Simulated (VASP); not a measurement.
# KMgF3 in VASP: further runs, part 2 of 2

VASP 6.6.1.

### Step 4. Single point, PBEsol (strain -0.080 along x and y, -0.040 along z)

File INCAR:

```
SYSTEM = KMgF3
PREC = Accurate ; ENCUT = 520
EDIFF = 1E-7 ; ISMEAR = 0
SIGMA = 0.05 ; LREAL = .FALSE.
LASPH = .TRUE. ; NELM = 80
ALGO = Normal ; ISIF = 2
LWAVE = .FALSE. ; LCHARG = .FALSE.
GGA = PS ; NBANDS = 24
```

File KPOINTS:

```
regular mesh
0
G
  6 6 6
  0 0 0
```

File POSCAR:

```
KMgF3
1.0
    3.6670280000      0.0000000000      0.0000000000
    0.0000000000      3.6670280000      0.0000000000
    0.0000000000      0.0000000000      3.8264640000
K Mg F
1 1 3
Direct
    0.5000000000      0.5000000000      0.5000000000
    0.0000000000      0.0000000000      0.0000000000
    0.5000000000      0.0000000000      0.0000000000
    0.0000000000      0.5000000000      0.0000000000
    0.0000000000      0.0000000000      0.5000000000
```

Potentials or basis: VASP PAW PBE potentials, release 64 (K_sv, Mg, F).

On the command line:

```
> cat potpaw_PBE.64/K_sv/POTCAR potpaw_PBE.64/Mg/POTCAR potpaw_PBE.64/F/POTCAR > POTCAR
> mpirun -np 1 vasp_std > vasp.out
```

OUTCAR:

```text
SYSTEM = KMgF3
   PREC = Accurate
   ENCUT = 520
   EDIFF = 1E-7
   ISMEAR = 0
   LREAL = .FALSE.
   LASPH = .TRUE.
   NELM = 80
   ISIF = 2
   GGA = PS

 ion  position               nearest neighbor table
   1  0.500  0.500  0.500-   5 2.59   5 2.59   5 2.59   5 2.59   4 2.65   3 2.65   4 2.65   3 2.65
                             4 2.65   3 2.65   4 2.65   3 2.65   2 3.22   2 3.22   2 3.22   2 3.22
   2  0.000  0.000  0.000-   3 1.83   4 1.83   4 1.83   3 1.83   5 1.91   5 1.91   1 3.22   1 3.22
                             1 3.22   1 3.22   1 3.22   1 3.22   1 3.22   1 3.22
   3  0.500  0.000  0.000-   2 1.83   2 1.83   1 2.65   1 2.65   1 2.65   1 2.65
   4  0.000  0.500  0.000-   2 1.83   2 1.83   1 2.65   1 2.65   1 2.65   1 2.65
   5  0.000  0.000  0.500-   2 1.91   2 1.91   1 2.59   1 2.59   1 2.59   1 2.59

  LATTYP: Found a simple tetragonal cell.
 ALAT       =     3.6670280000
 C/A-ratio  =     1.0434782609

  Lattice vectors:

 A1 = (   3.6670280000,   0.0000000000,   0.0000000000)
 A2 = (   0.0000000000,   3.6670280000,   0.0000000000)
 A3 = (   0.0000000000,   0.0000000000,   3.8264640000)

Analysis of symmetry for initial positions (statically):
=====================================================================
 Subroutine PRICEL returns:
 Original cell was already a primitive cell.

 Routine SETGRP: Setting up the symmetry group for a
 simple tetragonal supercell.

 Subroutine GETGRP returns: Found 16 space group operations
 (whereof 16 operations were pure point group operations)
 out of a pool of 16 trial point group operations.

The static configuration has the point symmetry D_4h.

Analysis of symmetry for dynamics (positions and initial velocities):
=====================================================================
 Subroutine PRICEL returns:
 Original cell was already a primitive cell.

 Routine SETGRP: Setting up the symmetry group for a
 simple tetragonal supercell.

 Subroutine GETGRP returns: Found 16 space group operations
[... 125 lines left out ...]
   EFERMI_NEDOS =   21; number of points for ismear=-14 and -15
   IALGO  =     38    algorithm
   IMIX   =      4    mixing-type and parameters
     AMIX     =   0.40;   BMIX     =  1.00
     AMIX_MAG =   1.60;   BMIX_MAG =  1.00
  volume/ion in A,a.u.               =      10.29        69.45
  Fermi-wavevector in a.u.,A,eV,Ry     =   1.397385  2.640675 26.567897  1.952685
  Thomas-Fermi vector in A             =   2.520647
   LORBIT       =      0    0 simple, 1 ext, 2 COOP (PROOUT), +10 PAW based schemes
   GGA     = PS    functional components
   LHFCALC =     F    Hartree Fock is set to
   AEXX    =    0.0000 exact exchange contribution
   IVDW    =     0    specifies the selected vdW correction
   LEPSILON=     F    determine dielectric tensor
   LRPA    =     F    only Hartree local field effects (RPA)
 non-spin polarized calculation
 Gauss-broadening in eV      SIGMA  =   0.05
  energy-cutoff  :      520.00
  volume of cell :       51.45
 maximum number of plane-waves:      1404
 NGX is ok and might be reduce to    28
   NGX = 13   NGY = 13   NGZ = 15

 number of electron      31.9999996 magnetization

 Free energy of the ion-electron system (eV)
  ---------------------------------------------------
  ext. energy  EPLUGINS =         0.00000000
  ---------------------------------------------------
  free energy    TOTEN  =       -24.43892475 eV

  energy without entropy =      -24.43892475  energy(sigma->0) =      -24.43892475

 E-fermi :  -0.2372     XC(G=0): -11.0603

 val. band max:       -0.4480957698   @ k =   0.5000   0.5000   0.5000
 cond. band min:       8.3530291835   @ k =   0.0000   0.0000   0.0000
 fundamental gap:      8.8011249533
 Fermi energy:        -0.2371947537

 k-point     1 :       0.0000    0.0000    0.0000
  band No.  band energies     occupation
      1     -25.6858      2.00000
      2     -21.1354      2.00000
      3     -20.1995      2.00000
      4     -20.1084      2.00000
      5      -9.3363      2.00000
      6      -9.2508      2.00000
[... 637 lines left out ...]
     23      15.3844      0.00000
     24      16.1592      0.00000

 [... further k-points ...]
[... 5 lines left out ...]
  --------------------------------------------------------------------------------------
  -------------------------------------------------------------------------------------
  Total        9.1247318      9.1247318      5.9777785      0.0000000     -0.0000000      0.0000000
  in kB      284.1218313    284.1218313    186.1334033      0.0000000     -0.0000000      0.0000000
  external PRESSURE =     251.4590219 kB  Pullay stress =       0.0000000 kB

 VOLUME and BASIS-vectors are now :
 -----------------------------------------------------------------------------
  energy-cutoff  :      520.00
  volume of cell :       51.45
      direct lattice vectors                 reciprocal lattice vectors
     3.667028000  0.000000000  0.000000000     0.272700399  0.000000000  0.000000000
     0.000000000  3.667028000  0.000000000     0.000000000  0.272700399  0.000000000
     0.000000000  0.000000000  3.826464000     0.000000000  0.000000000  0.261337883

 POSITION                                       TOTAL-FORCE (eV/Angst)
 -----------------------------------------------------------------------------------
      1.83351      1.83351      1.91323         0.000000      0.000000      0.000000
      0.00000      0.00000      0.00000         0.000000      0.000000      0.000000
      1.83351      0.00000      0.00000         0.000000      0.000000      0.000000
      0.00000      1.83351      0.00000         0.000000      0.000000      0.000000
      0.00000      0.00000      1.91323         0.000000      0.000000      0.000000
 -----------------------------------------------------------------------------------
    total drift:                                0.000000      0.000000     -0.000000

  FREE ENERGIE OF THE ION-ELECTRON SYSTEM (eV)
  ---------------------------------------------------
  free  energy   TOTEN  =       -24.4389247517 eV

  energy  without entropy=      -24.4389247517  energy(sigma->0) =      -24.43892475
```

OSZICAR:

```text
N       E                     dE             d eps       ncg     rms          rms(c)
DAV:   1     0.226217905011E+03    0.22622E+03   -0.17978E+04  2000   0.132E+03
DAV:   2    -0.151166719619E+02   -0.24133E+03   -0.23193E+03  2344   0.356E+02
DAV:   3    -0.260491355507E+02   -0.10932E+02   -0.10872E+02  2760   0.701E+01
DAV:   4    -0.264466567626E+02   -0.39752E+00   -0.39742E+00  2552   0.901E+00
DAV:   5    -0.264482650414E+02   -0.16083E-02   -0.16082E-02  2520   0.676E-01    0.896E+00
DAV:   6    -0.244728269332E+02    0.19754E+01   -0.55783E+00  2152   0.207E+01    0.541E+00
DAV:   7    -0.244510300141E+02    0.21797E-01   -0.30482E-01  2312   0.378E+00    0.329E+00
DAV:   8    -0.244404043786E+02    0.10626E-01   -0.73152E-02  2384   0.239E+00    0.346E-01
DAV:   9    -0.244388708750E+02    0.15335E-02   -0.17804E-02  2408   0.101E+00    0.163E-01
DAV:  10    -0.244389511837E+02   -0.80309E-04   -0.11070E-03  2264   0.233E-01    0.121E-01
DAV:  11    -0.244389417816E+02    0.94021E-05   -0.60551E-05  2576   0.654E-02    0.625E-02
DAV:  12    -0.244389242012E+02    0.17580E-04   -0.12326E-04  2184   0.865E-02    0.725E-03
DAV:  13    -0.244389247950E+02   -0.59384E-06   -0.36486E-06  2544   0.143E-02    0.207E-03
DAV:  14    -0.244389247517E+02    0.43314E-07   -0.26907E-07  2136   0.484E-03
   1 F= -.24438925E+02 E0= -.24438925E+02  d E =-.427922E-11
```

stdout:

```text
POSCAR found type information on POSCAR K MgF
 POSCAR found :  3 types and       5 ions
 scaLAPACK will be used
 -----------------------------------------------------------------------------
|                                                                             |
|                                                                             |
|     You enforced a specific xc type in the INCAR file but a different       |
|     I HOPE YOU KNOW WHAT YOU ARE DOING!                                     |
|                                                                             |
 -----------------------------------------------------------------------------

 LDA part: xc-table for (Slater+PW92), standard interpolation
 POSCAR, INCAR and KPOINTS ok, starting setup
 FFT: planning ... GRIDC
 FFT: planning ... GRID_SOFT
 FFT: planning ... GRID
 WAVECAR not read
 entering main loop
```

Wall time 19 s (1 thread of AMD EPYC 9R45 (Zen 5), shared host); peak memory 0.16 GiB.

What came out:

```yaml
Free_energy: -24.4389 eV
Pressure: 25.1 GPa
Band_gap_on_the_k_mesh: 8.80 eV, indirect (least direct gap 9.15 eV)
```

Stress tensor (GPa, compression positive):
```
28.41  0.00  0.00
 0.00 28.41  0.00
 0.00  0.00 18.61
```

Levels at points of the mesh, in eV from the valence-band top:
| k point | band 14 | band 15 | band 16 | band 17 | band 18 | band 19 |
| --- | --- | --- | --- | --- | --- | --- |
| (0.00, 0.00, 0.00) | -0.36 | -0.35 | -0.35 | 8.80 | 9.94 | 10.21 |
| (0.50, 0.00, 0.00) | -1.25 | -0.77 | -0.71 | 11.25 | 11.61 | 12.54 |
| (0.50, 0.50, 0.00) | -0.97 | -0.97 | -0.03 | 11.96 | 12.69 | 13.40 |
| (0.00, 0.00, 0.50) | -1.03 | -0.70 | -0.70 | 11.13 | 11.19 | 12.47 |
| (0.50, 0.00, 0.50) | -1.20 | -1.20 | -0.14 | 11.86 | 12.40 | 13.68 |
| (0.50, 0.50, 0.50) | -0.09 | -0.09 | 0.00 | 11.01 | 11.01 | 11.09 |

Caveat: the cell differs from its parent crystal (strain -0.080 along x and y, -0.040 along z); the PAW data sets were made with another functional, which shifts forces and pressure a little.

### Step 5. Single point, PBEsol (strain +0.000 along x and y, +0.040 along z)

File INCAR:

```
PREC = Accurate
ENCUT = 520
EDIFF = 1E-7
ISMEAR = 0
SIGMA = 0.05
LREAL = False
LASPH = True
NELM = 100
ALGO = Normal
ISIF = 2
LWAVE = False
LCHARG = False
GGA = PS
NBANDS = 24
```

File KPOINTS:

```
regular mesh
0
Gamma
  6 6 6
```

POSCAR, as its differences from that of step 4:

```diff
@@ -2,5 +2,5 @@
 1.0
-    3.6670280000      0.0000000000      0.0000000000
-    0.0000000000      3.6670280000      0.0000000000
-    0.0000000000      0.0000000000      3.8264640000
+    3.9859000000      0.0000000000      0.0000000000
+    0.0000000000      3.9859000000      0.0000000000
+    0.0000000000      0.0000000000      4.1453360000
 K Mg F
```

On the command line:

```
> cat potpaw_PBE.64/K_sv/POTCAR potpaw_PBE.64/Mg/POTCAR potpaw_PBE.64/F/POTCAR > POTCAR
> mpirun -np 1 vasp_std > vasp.out
```

Run time: 23 s. Hardware: 1 thread of AMD EPYC 9R45 (Zen 5), shared host; peak memory 0.17 GiB.

Results (log left out):

- Free energy: -25.2282 eV
- Pressure: -2.6 GPa
- Band gap on the k mesh: 6.82 eV, indirect (least direct gap 7.16 eV)

Stress tensor (GPa, compression positive):
```
-1.55  0.00  0.00
 0.00 -1.55  0.00
 0.00  0.00 -4.64
```

Levels at points of the mesh, in eV from the valence-band top:
```
           k point  band 14  band 15  band 16  band 17  band 18  band 19
(0.00, 0.00, 0.00)    -0.34    -0.34    -0.34     6.82     9.80     9.96
(0.50, 0.00, 0.00)    -0.84    -0.53    -0.52     9.75     9.90    10.98
(0.50, 0.50, 0.00)    -0.77    -0.77    -0.01    10.58    11.49    12.17
(0.00, 0.00, 0.50)    -0.72    -0.54    -0.54     9.59     9.82    10.71
(0.50, 0.00, 0.50)    -0.96    -0.90    -0.06    10.53    11.31    11.95
(0.50, 0.50, 0.50)    -0.03    -0.03     0.00    10.12    10.13    10.13
```

Caveat: the cell differs from its parent crystal (strain +0.000 along x and y, +0.040 along z); the PAW data sets were made with another functional, which shifts forces and pressure a little. A k mesh can miss the band edges.

### Step 6. Single point, PBEsol (strain +0.040 along x and y, +0.000 along z)

File INCAR:

```
ALGO = Normal ; EDIFF = 1E-6
ENCUT = 520 ; GGA = PS
ISIF = 2 ; ISMEAR = 0
LASPH = T ; LCHARG = F
LREAL = F ; LWAVE = F
NBANDS = 24 ; NELM = 60
PREC = Accurate ; SIGMA = 0.05
```

File KPOINTS:

```
k-points
0
Gamma
  6 6 6
```

POSCAR, as its differences from that of step 5:

```diff
@@ -2,5 +2,5 @@
 1.0
-    3.9859000000      0.0000000000      0.0000000000
-    0.0000000000      3.9859000000      0.0000000000
-    0.0000000000      0.0000000000      4.1453360000
+    4.1453360000      0.0000000000      0.0000000000
+    0.0000000000      4.1453360000      0.0000000000
+    0.0000000000      0.0000000000      3.9859000000
 K Mg F
```

Potentials or basis: VASP PAW PBE potentials, release 64 (K_sv, Mg, F).

On the command line:

```
> cat potpaw_PBE.64/K_sv/POTCAR potpaw_PBE.64/Mg/POTCAR potpaw_PBE.64/F/POTCAR > POTCAR
> mpirun -np 1 vasp_std > vasp.out
```

Run time: 23 s. Hardware: 1 thread of AMD EPYC 9R45 (Zen 5), shared host; peak memory 0.18 GiB.

Results (log left out):

```
Free energy            : -25.1708 eV
Pressure               : -4.8 GPa
Band gap on the k mesh : 6.56 eV, indirect (least direct gap 6.88 eV)
```

Stress tensor (GPa, compression positive):
```
-5.77  0.00  0.00
 0.00 -5.77  0.00
 0.00  0.00 -2.86
```

Levels at points of the mesh, in eV from the valence-band top:
```
           k point  band 14  band 15  band 16  band 17  band 18  band 19
(0.00, 0.00, 0.00)    -0.32    -0.32    -0.32     6.56     9.76     9.92
(0.50, 0.00, 0.00)    -0.71    -0.51    -0.48     9.41     9.49    10.72
(0.50, 0.50, 0.00)    -0.84    -0.84    -0.04    10.29    11.05    11.63
(0.00, 0.00, 0.50)    -0.76    -0.48    -0.48     9.57     9.59    10.98
(0.50, 0.00, 0.50)    -0.78    -0.78    -0.02    10.33    11.25    11.72
(0.50, 0.50, 0.50)    -0.02     0.00     0.00     9.98     9.98    10.02
```

Caveat: the cell differs from its parent crystal (strain +0.040 along x and y, +0.000 along z); the PAW data sets were made with another functional, which shifts forces and pressure a little.

### Step 7. The runs side by side

```csv
cell,gap on the mesh (eV),pressure (GPa)
"a = 3.667 Å, 5 atoms",9.29,32.9
"a = 4.305 Å, 5 atoms",5.64,-10.3
"a = 3.667, b = 3.667, c = 3.826 Å, 5 atoms",8.80,25.1
"a = 3.986, b = 3.986, c = 4.145 Å, 5 atoms",6.82,-2.6
"a = 4.145, b = 4.145, c = 3.986 Å, 5 atoms",6.56,-4.8
```

Alike in all rows: task single point; level PBEsol; potentials or basis VASP PAW PBE potentials, release 64 (K_sv, Mg, F); no spin polarisation; k mesh 6 × 6 × 6; cutoff (eV) 520; smearing gaussian 0.05 eV.

Caveats: the PAW data sets were made with another functional, which shifts forces and pressure a little.

Total energies depend on the potentials used, so only differences within one code and one set of settings carry meaning.
